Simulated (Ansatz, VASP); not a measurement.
# BN in VASP and in Ansatz

The input INCAR:

```
PREC = Accurate
ENCUT = 600
EDIFF = 1E-6
ISMEAR = -1
SIGMA = 0.01
LREAL = Auto
LASPH = T
NELM = 120
ALGO = Normal
ISIF = 2
LWAVE = F
LCHARG = F
GGA = PE
NBANDS = 86
GGA_COMPAT = F
```

KPOINTS

```
regular mesh
0
Gamma
  1 1 1
```

POSCAR

```
BN
1.0
   -3.6241103800      3.6241103800     -3.6241103800
    3.6241103800      3.6241103800      3.6241103800
    3.6241103800     -3.6241103800     -3.6241103800
B N
16 16
Direct
    0.0000000000      0.0000000000      0.0000000000
    0.0000000000      0.2500000000      0.7500000000
    0.0000000000      0.5000000000      0.5000000000
    0.0000000000      0.7500000000      0.2500000000
    0.2500000000      0.0000000000      0.7500000000
    0.2500000000      0.2500000000      0.5000000000
    0.2500000000      0.5000000000      0.2500000000
    0.2500000000      0.7500000000      0.0000000000
    0.5000000000      0.0000000000      0.5000000000
    0.5000000000      0.2500000000      0.2500000000
    0.5000000000      0.5000000000      0.0000000000
    0.5000000000      0.7500000000      0.7500000000
    0.7500000000      0.0000000000      0.2500000000
    0.7500000000      0.2500000000      0.0000000000
    0.7500000000      0.5000000000      0.7500000000
    0.7500000000      0.7500000000      0.5000000000
    0.0000000000      0.0000000000      0.2500000000
    0.0000000000      0.2500000000      0.0000000000
    0.0000000000      0.5000000000      0.7500000000
    0.0000000000      0.7500000000      0.5000000000
    0.2500000000      0.0000000000      0.0000000000
    0.2500000000      0.2500000000      0.7500000000
    0.2500000000      0.5000000000      0.5000000000
    0.2500000000      0.7500000000      0.2500000000
    0.5000000000      0.0000000000      0.7500000000
    0.5000000000      0.2500000000      0.5000000000
    0.5000000000      0.5000000000      0.2500000000
    0.5000000000      0.7500000000      0.0000000000
    0.7500000000      0.0000000000      0.5000000000
    0.7500000000      0.2500000000      0.2500000000
    0.7500000000      0.5000000000      0.0000000000
    0.7500000000      0.7500000000      0.7500000000
```

Input for Ansatz:

```yaml
crystal:
  lattice:
    - [-3.62411038, 3.62411038, -3.62411038]
    - [3.62411038, 3.62411038, 3.62411038]
    - [3.62411038, -3.62411038, -3.62411038]
  atoms:
    - { symbol: B, position: [0.0, 0.0, 0.0] }
    - { symbol: B, position: [0.0, 0.25, 0.75] }
    - { symbol: B, position: [0.0, 0.5, 0.5] }
    - { symbol: B, position: [0.0, 0.75, 0.25] }
    - { symbol: B, position: [0.25, 0.0, 0.75] }
    - { symbol: B, position: [0.25, 0.25, 0.5] }
    - { symbol: B, position: [0.25, 0.5, 0.25] }
    - { symbol: B, position: [0.25, 0.75, 0.0] }
    - { symbol: B, position: [0.5, 0.0, 0.5] }
    - { symbol: B, position: [0.5, 0.25, 0.25] }
    - { symbol: B, position: [0.5, 0.5, 0.0] }
    - { symbol: B, position: [0.5, 0.75, 0.75] }
    - { symbol: B, position: [0.75, 0.0, 0.25] }
    - { symbol: B, position: [0.75, 0.25, 0.0] }
    - { symbol: B, position: [0.75, 0.5, 0.75] }
    - { symbol: B, position: [0.75, 0.75, 0.5] }
    - { symbol: "N", position: [0.0, 0.0, 0.25] }
    - { symbol: "N", position: [0.0, 0.25, 0.0] }
    - { symbol: "N", position: [0.0, 0.5, 0.75] }
    - { symbol: "N", position: [0.0, 0.75, 0.5] }
    - { symbol: "N", position: [0.25, 0.0, 0.0] }
    - { symbol: "N", position: [0.25, 0.25, 0.75] }
    - { symbol: "N", position: [0.25, 0.5, 0.5] }
    - { symbol: "N", position: [0.25, 0.75, 0.25] }
    - { symbol: "N", position: [0.5, 0.0, 0.75] }
    - { symbol: "N", position: [0.5, 0.25, 0.5] }
    - { symbol: "N", position: [0.5, 0.5, 0.25] }
    - { symbol: "N", position: [0.5, 0.75, 0.0] }
    - { symbol: "N", position: [0.75, 0.0, 0.5] }
    - { symbol: "N", position: [0.75, 0.25, 0.25] }
    - { symbol: "N", position: [0.75, 0.5, 0.0] }
    - { symbol: "N", position: [0.75, 0.75, 0.75] }
basis:
  ecutwfc: 420.0
  ecutrho_ratio: 4
  xc_grid: 2
  fft_grid_basis: typed
  precision: f64
kpoints:
  mp_grid: { grid: [1, 1, 1] }
hamiltonian:
  pseudopotentials: { kind: paw, azcp: { folder: soft_1 } }
scf:
  max_iter: 80
  self_checks: high
  occupations: { method: fermi_dirac, width: 0.01 }
output:
  forces: true
checkpoint:
  write: "../host.s3.run"
  compress: false
  write_wavefunctions: true
  write_every: 100000
```

Alike in both runs: task single point; functional PBE; k mesh 1 × 1 × 1; occupations fermi-dirac, width 0.01 eV; no spin polarisation.

```csv
,VASP,Ansatz
version,VASP 6.6.1,Ansatz 0.2.0
potentials or method,"VASP PAW PBE potentials, release 64 (B, N), cutoff 600 eV",plane-wave PAW DFT
valence electrons in the cell,128,128
```

VASP gave:

| Property | Result |
| --- | --- |
| gap on the k mesh at the Fermi level (eV) | 4.40 |

**Question.** Estimate Ansatz's values.

**Answer.** gap on the k mesh at the Fermi level (eV): 4.41.

The k mesh is coarse, so the values compare programs but aren't converged.
